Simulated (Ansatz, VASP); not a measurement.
**Two plane-wave programs on BiS**

INCAR

```
SYSTEM = BiS
PREC = Accurate ; ENCUT = 600
EDIFF = 1E-7 ; ISMEAR = 0
SIGMA = 0.1 ; LREAL = .False.
LASPH = .True. ; NELM = 60
ALGO = Normal ; ISIF = 3
LWAVE = .False. ; LCHARG = .False.
GGA = PE ; IBRION = 2
NSW = 90 ; EDIFFG = -0.04
```

Contents of KPOINTS:

```
Automatic mesh
0
Gamma
  6 6 4
  0 0 0
```

File POSCAR:

```
BiS
1.0
    4.9848197800      0.0000000000      0.0000000000
   -2.4924098900      4.3169805600      0.0000000000
    0.0000000000      0.0000000000      5.0922589700
Bi S
1 1
Direct
    0.0000000000      0.0000000000      0.0000000000
    0.0000000000      0.0000000000      0.5000000000
```

Input for Ansatz:

```yaml
crystal:
  lattice:
    - [4.98481978, 0.0, 0.0]
    - [-2.49240989, 4.31698056, 0.0]
    - [0.0, 0.0, 5.09225897]
  atoms:
    - { symbol: Bi, position: [0.0, 0.0, 0.0] }
    - { symbol: S, position: [0.0, 0.0, 0.5] }
basis:
  ecutwfc: 420
kpoints:
  mp_grid: { grid: [6, 6, 4] }
hamiltonian:
  xc: pbe
scf:
  occupations: { method: gaussian, width: 0.1 }
  lower_state_search: "off"
output:
  forces: true
  stress: true
  eigenvalues: true
relax:
  adjacent_minimum: "off"
  f_tol: 0.04
  max_steps: 70
  cell: { stress_tol: 0.4 }
```

Alike in both runs: task relaxation of cell and atoms; functional PBE; k mesh 6 × 6 × 4; occupations gaussian, width 0.1 eV; no spin polarisation.

|  | VASP | Ansatz |
| --- | --- | --- |
| version | VASP 6.6.1 | Ansatz 0.2.0 |
| potentials or method | VASP PAW PBE potentials, release 64 (Bi_d, S), cutoff 600 eV | scalar-relativistic, plane waves, PAW |
| valence electrons in the cell | 21 | 21 |

VASP gave:

```
gap on the k mesh at the Fermi level, each at its own relaxed structure (eV) : none
relaxed volume (Å³/atom)                                                     : 27.86
relaxed cell length with the largest relative difference (Å)                 : 5.432
```

**Question.** Estimate Ansatz's values.

**Answer.** gap on the k mesh at the Fermi level, each at its own relaxed structure (eV): none; relaxed volume (Å³/atom): 29.32; relaxed cell length with the largest relative difference (Å): 5.091.

A gap of «none» marks a metal or a gap that the smearing closes. One of these differences is far larger than is usual between the two programs; its cause wasn't traced.

Neither program's run includes spin-orbit coupling. Noted on VASP's run: the volume moved by over 15 % at a fixed basis, so the end points are rough.
